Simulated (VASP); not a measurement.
# Sn2Pb (P6/mmm) in VASP: further runs, part 2 of 2

VASP 6.6.1. Earlier steps stand in the parts before.

## (3) Relaxation of shape and atoms at fixed volume, PBE (25.62 Å³/atom)

INCAR reads:

```
SYSTEM = Sn2Pb
ALGO = Fast
EDIFF = 1E-6
EDIFFG = -0.01
ENCUT = 600
GGA = PE
IBRION = 2
ISIF = 4
ISMEAR = 0
LASPH = .True.
LCHARG = .False.
LREAL = .False.
LWAVE = .False.
NELM = 100
NSW = 50
PREC = Accurate
SIGMA = 0.1
```

KPOINTS reads:

```
k-points
0
Gamma
  6 6 12
  0 0 0
```

POSCAR reads:

```
Sn2Pb
1.0
    5.3196435014      0.0000000000      0.0000000000
   -2.6598217507      4.6069464113      0.0000000000
    0.0000000000      0.0000000000      3.1367490539
Sn Pb
2 1
Direct
    0.3333333333      0.6666666667      0.5000000000
    0.6666666667      0.3333333333      0.5000000000
    0.0000000000      0.0000000000      0.0000000000
```

Potentials or basis: VASP PAW PBE potentials, release 64 (Sn_d, Pb_d).

Launch:

```console
$ cat potpaw_PBE.64/Sn_d/POTCAR potpaw_PBE.64/Pb_d/POTCAR > POTCAR
$ mpirun -np 1 vasp_std > vasp.out
```

OUTCAR:

```text
SYSTEM = Sn2Pb
   EDIFF = 1E-6
   EDIFFG = -0.01
   ENCUT = 600
   GGA = PE
   IBRION = 2
   ISIF = 4
   ISMEAR = 0
   LASPH = .True.
   LREAL = .False.
   NELM = 100
   NSW = 50
   PREC = Accurate

 ion  position               nearest neighbor table
   1  0.333  0.667  0.500-   2 3.07   2 3.07   2 3.07   3 3.45   3 3.45   3 3.45   3 3.45   3 3.45
                             3 3.45
   2  0.667  0.333  0.500-   1 3.07   1 3.07   1 3.07   3 3.45   3 3.45   3 3.45   3 3.45   3 3.45
                             3 3.45
   3  0.000  0.000  0.000-   1 3.45   2 3.45   1 3.45   2 3.45   2 3.45   2 3.45   1 3.45   1 3.45
                             2 3.45   2 3.45   1 3.45   1 3.45

  LATTYP: Found a hexagonal cell.
 ALAT       =     5.3196435014
 C/A-ratio  =     0.5896539971

  Lattice vectors:

 A1 = (   5.3196435014,   0.0000000000,   0.0000000000)
 A2 = (  -2.6598217507,   4.6069464113,   0.0000000000)
 A3 = (   0.0000000000,   0.0000000000,   3.1367490539)

Analysis of symmetry for initial positions (statically):
=====================================================================
 Subroutine PRICEL returns:
 Original cell was already a primitive cell.
[... 220 lines left out ...]

 E-fermi :   9.0096     XC(G=0): -10.7620

 val. band max:        8.9722637919   @ k =   0.0000   0.0000   0.4167
 cond. band min:       9.0220992993   @ k =   0.3333   0.1667   0.5000
 fundamental gap:      0.0498355074
 Fermi energy:         9.0096356519

 k-point     1 :       0.0000    0.0000    0.0000
  band No.  band energies     occupation
      1     -12.6745      2.00000
      2     -12.5454      2.00000
      3     -12.5268      2.00000
      4     -12.5268      2.00000
      5     -12.4427      2.00000
      6     -12.4427      2.00000
[... 661 lines left out ...]
     24      11.7789      0.00000
     25      12.4878      0.00000

 [... further k-points ...]

------------------------ aborting loop because EDIFF is reached ----------------------------------------

  FORCE on cell =-STRESS in cart. coord.  units (eV):
  Direction    XX          YY          ZZ          XY          YZ          ZX
  --------------------------------------------------------------------------------------
  -------------------------------------------------------------------------------------
  Total        3.8300576      3.8300576      3.8148297      0.0000000      0.0000000     -0.0000000
  in kB       79.8252740     79.8252740     79.5078980      0.0000000      0.0000000     -0.0000000
  external PRESSURE =      79.7194820 kB  Pullay stress =       0.0000000 kB

 VOLUME and BASIS-vectors are now :
 -----------------------------------------------------------------------------
  energy-cutoff  :      600.00
  volume of cell :       76.87
      direct lattice vectors                 reciprocal lattice vectors
     5.316724216  0.000000000  0.000000000     0.188085738  0.108591352 -0.000000000
    -2.658362108  4.604418236 -0.000000000     0.000000000  0.217182703  0.000000000
     0.000000000  0.000000000  3.140194626    -0.000000000  0.000000000  0.318451599

 POSITION                                       TOTAL-FORCE (eV/Angst)
 -----------------------------------------------------------------------------------
     -0.00000      3.06961      1.57010        -0.000000     -0.000000      0.000000
      2.65836      1.53481      1.57010        -0.000000      0.000000     -0.000000
      0.00000      0.00000      0.00000         0.000000      0.000000     -0.000000
 -----------------------------------------------------------------------------------
    total drift:                                0.000000      0.000000     -0.000000

  FREE ENERGIE OF THE ION-ELECTRON SYSTEM (eV)
  ---------------------------------------------------
  free  energy   TOTEN  =       -10.9350613208 eV

  energy  without entropy=      -10.9313406498  energy(sigma->0) =      -10.93320099

 reached required accuracy - stopping structural energy minimisation
```

Wall time 2.9 min (1 thread of Oxide Virtual Turin-like, shared host); peak memory 0.26 GiB.

Results:

| Item | Value |
| --- | --- |
| Free energy | -10.9351 eV |
| Energy gained by relaxing | 0.0 meV/atom |
| Ionic steps | 2 |
| Pressure after relaxing | 8.0 GPa |
| Band gap on the k mesh | zero (bands 21 and 22 overlap by 4.26 eV) |

Final structure:
```
Sn Pb
1.0
     5.31672    0.00000    0.00000
    -2.65836    4.60442    0.00000
     0.00000    0.00000    3.14019
Sn Pb
2 1
Direct
  0.33333 0.66667 0.50000
  0.66667 0.33333 0.50000
  0.00000 0.00000 0.00000
```

Levels at points of the mesh, in eV from the Fermi level:
| k point | band 17 | band 18 | band 19 | band 20 | band 21 | band 22 | band 23 | band 24 | band 25 |
| --- | --- | --- | --- | --- | --- | --- | --- | --- | --- |
| (0.00, 0.00, 0.00) | -6.80 | -5.53 | -2.80 | -2.80 | -2.77 | -2.77 | 3.71 | 7.51 | 8.59 |
| (0.50, 0.00, 0.00) | -9.77 | -7.09 | -4.90 | 0.77 | 1.25 | 2.71 | 3.03 | 4.17 | 5.83 |
| (0.00, 0.00, 0.50) | -8.02 | -2.21 | -2.18 | -1.10 | -0.71 | -0.64 | -0.64 | 0.96 | 0.96 |
| (0.50, 0.00, 0.50) | -6.53 | -5.95 | -4.35 | -2.62 | -2.00 | -1.46 | 0.25 | 3.69 | 4.60 |

Caveat: spin-orbit coupling is left out, which moves the levels of the heavy elements.

## (4) Relaxation of shape and atoms at fixed volume, PBE (26.50 Å³/atom)

INCAR reads:

```
  ALGO = Fast
  EDIFF = 1E-6
  EDIFFG = -0.01
  ENCUT = 600
  GGA = PE
  IBRION = 2
  ISIF = 4
  ISMEAR = 0
  LASPH = True
  LCHARG = False
  LREAL = False
  LWAVE = False
  NELM = 100
  NSW = 50
  PREC = Accurate
  SIGMA = 0.1
```

KPOINTS reads:

```
k-points
0
Gamma
  6 6 12
```

POSCAR reads:

```
Sn2Pb
1.0
    5.3794197800      0.0000000000      0.0000000000
   -2.6897098900      4.6587141871      0.0000000000
    0.0000000000      0.0000000000      3.1719963755
Sn Pb
2 1
Direct
    0.3333333333      0.6666666667      0.5000000000
    0.6666666667      0.3333333333      0.5000000000
    0.0000000000      0.0000000000      0.0000000000
```

Launch:

```console
$ cat potpaw_PBE.64/Sn_d/POTCAR potpaw_PBE.64/Pb_d/POTCAR > POTCAR
$ mpirun -np 1 vasp_std > vasp.out
```

Wall time 5 min (1 thread of Oxide Virtual Turin-like, shared host); peak memory 0.28 GiB.

Results (log left out):

| Quantity | Value |
| --- | --- |
| Free energy | -11.0443 eV |
| Energy gained by relaxing | 0.0 meV/atom |
| Ionic steps | 2 |
| Pressure after relaxing | 5.4 GPa |
| Band gap on the k mesh | zero (bands 21 and 22 overlap by 4.08 eV) |

Final structure:
```
Sn Pb
1.0
     5.37783    0.00000    0.00000
    -2.68892    4.65734    0.00000
     0.00000    0.00000    3.17387
Sn Pb
2 1
Direct
  0.33333 0.66667 0.50000
  0.66667 0.33333 0.50000
  0.00000 0.00000 0.00000
```

Levels at points of the mesh, in eV from the Fermi level:
```tsv
k point	band 17	band 18	band 19	band 20	band 21	band 22	band 23	band 24	band 25
(0.00, 0.00, 0.00)	-6.80	-5.53	-2.67	-2.67	-2.63	-2.63	3.67	7.41	8.26
(0.50, 0.00, 0.00)	-9.55	-7.03	-4.70	0.70	1.18	2.68	2.99	4.07	5.66
(0.00, 0.00, 0.50)	-7.91	-2.38	-2.19	-1.09	-0.65	-0.58	-0.58	0.99	0.99
(0.50, 0.00, 0.50)	-6.47	-5.83	-4.16	-2.60	-1.91	-1.38	0.31	3.56	4.44
```

Caveat: spin-orbit coupling is left out, which moves the levels of the heavy elements.

## (5) Relaxation of shape and atoms at fixed volume, PBE (27.37 Å³/atom)

INCAR reads:

```
ALGO = Fast ; EDIFF = 1E-6
EDIFFG = -0.01 ; ENCUT = 600
GGA = PE ; IBRION = 2
ISIF = 4 ; ISMEAR = 0
LASPH = True ; LCHARG = False
LREAL = False ; LWAVE = False
NELM = 80 ; NSW = 50
PREC = Accurate ; SIGMA = 0.1
```

KPOINTS is that of step 4.

POSCAR reads:

```
Sn2Pb
1.0
    5.4378963154      0.0000000000      0.0000000000
   -2.7189481577      4.7093563523      0.0000000000
    0.0000000000      0.0000000000      3.2064772984
Sn Pb
2 1
Direct
    0.3333333333      0.6666666667      0.5000000000
    0.6666666667      0.3333333333      0.5000000000
    0.0000000000      0.0000000000      0.0000000000
```

Launch:

```console
$ cat potpaw_PBE.64/Sn_d/POTCAR potpaw_PBE.64/Pb_d/POTCAR > POTCAR
$ mpirun -np 1 vasp_std > vasp.out
```

It took 2.6 min on 1 thread of Oxide Virtual Turin-like, shared host; peak memory 0.28 GiB.

Results (log left out):

```
Free energy             : -11.1155 eV
Pressure after relaxing : 3.3 GPa
Band gap on the k mesh  : zero (bands 21 and 22 overlap by 3.90 eV)
```

Final structure:
```
Sn Pb
1.0
     5.43790    0.00000    0.00000
    -2.71895    4.70936    0.00000
     0.00000    0.00000    3.20648
Sn Pb
2 1
Direct
  0.33333 0.66667 0.50000
  0.66667 0.33333 0.50000
  0.00000 0.00000 0.00000
```

Levels at points of the mesh, in eV from the Fermi level:
| k point | band 18 | band 19 | band 20 | band 21 | band 22 | band 23 | band 24 | band 25 |
| --- | --- | --- | --- | --- | --- | --- | --- | --- |
| (0.00, 0.00, 0.00) | -5.53 | -2.56 | -2.56 | -2.51 | -2.51 | 3.62 | 7.32 | 8.08 |
| (0.50, 0.00, 0.00) | -6.98 | -4.51 | 0.64 | 1.11 | 2.65 | 2.95 | 3.98 | 5.61 |
| (0.00, 0.00, 0.50) | -2.55 | -2.19 | -1.08 | -0.60 | -0.52 | -0.52 | 1.02 | 1.02 |
| (0.50, 0.00, 0.50) | -5.73 | -3.99 | -2.57 | -1.84 | -1.30 | 0.37 | 3.44 | 4.57 |

Caveat: spin-orbit coupling is left out, which moves the levels of the heavy elements.

## (6) Overview

| task | cell | k mesh | cutoff (eV) | smearing | gap on the mesh (eV) | pressure (GPa) |
| --- | --- | --- | --- | --- | --- | --- |
| single point | a = 3.273, b = 5.551, c = 9.615 Å, 6 atoms, atomic positions A | 6 × 4 × 2 | 520 | gaussian 0.2 eV | none | -0.2 |
| relaxation of shape and atoms at fixed volume | relaxed from a = 5.320, b = 5.320, c = 3.137 Å, angles 90.0, 90.0, 120.0°, 3 atoms, atomic positions B | 6 × 6 × 12 | 600 | gaussian 0.1 eV | none | 8.0 |
| relaxation of shape and atoms at fixed volume | relaxed from a = 5.379, b = 5.379, c = 3.172 Å, angles 90.0, 90.0, 120.0°, 3 atoms, atomic positions B | 6 × 6 × 12 | 600 | gaussian 0.1 eV | none | 5.4 |
| relaxation of shape and atoms at fixed volume | relaxed from a = 5.438, b = 5.438, c = 3.206 Å, angles 90.0, 90.0, 120.0°, 3 atoms, atomic positions B | 6 × 6 × 12 | 600 | gaussian 0.1 eV | none | 3.3 |

Alike in all rows: level PBE; potentials or basis VASP PAW PBE potentials, release 64 (Sn_d, Pb_d); no spin polarisation.

Caveats: spin-orbit coupling is left out, which moves the levels of the heavy elements.

Total energies depend on the potentials used, so only differences within one code and one set of settings carry meaning.

The gap in the log of VASP goes by the Fermi energy; the results here count the filled bands.